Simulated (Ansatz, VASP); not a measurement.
# Two plane-wave programs on Ga5N6

INCAR

```
SYSTEM = Ga5N6
  PREC = Accurate
  ENCUT = 520
  EDIFF = 1E-6
  ISMEAR = 0
  SIGMA = 0.05
  LREAL = .FALSE.
  LASPH = .TRUE.
  NELM = 60
  ALGO = Normal
  ISIF = 2
  LWAVE = .FALSE.
  LCHARG = .FALSE.
  LDIPOL = .TRUE.
  IDIPOL = 3
  DIPOL = 0.5 0.5 0.500
  GGA = PE
  NBANDS = 58
```

File KPOINTS:

```
Automatic mesh
0
G
  8 8 1
  0 0 0
```

Contents of POSCAR:

```
Ga5N6
1.0
    3.2162589223      0.0000000000      0.0000000000
    0.0000000000      3.2162589223      0.0000000000
    0.0000000000      0.0000000000     26.3711924699
N Ga
6 5
Direct
    0.0000000000      0.5000000000      0.2844012461
    0.5000000000      0.0000000000      0.3706407477
    0.0000000000      0.5000000000      0.4568802492
    0.5000000000      0.0000000000      0.5431197508
    0.0000000000      0.5000000000      0.6293592523
    0.5000000000      0.0000000000      0.7155987539
    0.5000000000      0.5000000000      0.3275209969
    0.0000000000      0.0000000000      0.4137604984
    0.5000000000      0.5000000000      0.5000000000
    0.0000000000      0.0000000000      0.5862395016
    0.5000000000      0.5000000000      0.6724790031
```

Input for Ansatz:

```yaml
crystal:
  lattice:
    - [3.2162589223, 0.0, 0.0]
    - [0.0, 3.2162589223, 0.0]
    - [0.0, 0.0, 26.3711924699]
  atoms:
    - { symbol: "N", position: [0.0, 0.5, 0.2844012461] }
    - { symbol: Ga, position: [0.5, 0.5, 0.3275209969] }
    - { symbol: "N", position: [0.5, 0.0, 0.3706407477] }
    - { symbol: Ga, position: [0.0, 0.0, 0.4137604984] }
    - { symbol: "N", position: [0.0, 0.5, 0.4568802492] }
    - { symbol: Ga, position: [0.5, 0.5, 0.5] }
    - { symbol: "N", position: [0.5, 0.0, 0.5431197508] }
    - { symbol: Ga, position: [0.0, 0.0, 0.5862395016] }
    - { symbol: "N", position: [0.0, 0.5, 0.6293592523] }
    - { symbol: Ga, position: [0.5, 0.5, 0.6724790031] }
    - { symbol: "N", position: [0.5, 0.0, 0.7155987539] }
basis:
  ecutwfc: 420
kpoints:
  mp_grid: { grid: [8, 8, 1] }
hamiltonian:
  xc: pbe
scf:
  occupations: { method: gaussian, width: 0.05 }
output:
  forces: true
  stress: true
  eigenvalues: true
efield:
  axis: 3
  dipole_correction: true
  ramp_width: 0.04
```

Alike in both runs: task single point; functional PBE; k mesh 8 × 8 × 1; occupations gaussian, width 0.05 eV; no spin polarisation.

|  | VASP | Ansatz |
| --- | --- | --- |
| version | VASP 6.6.1 | Ansatz 0.2.0 |
| potentials or method | VASP PAW PBE potentials, release 64 (N, Ga_d), cutoff 520 eV | scalar-relativistic, plane waves, PAW |
| valence electrons in the cell | 95 | 95 |

|  | VASP | Ansatz | Ansatz less VASP |
| --- | --- | --- | --- |
| gap on the k mesh at the Fermi level (eV) | none | none | - |
| rms of the force components (eV/Å) | 0.552 | 0.552 | -0.0007 |

A gap of «none» marks a metal or a gap that the smearing closes. The functional is the same, so the differences come from potentials, cutoffs and numerics.
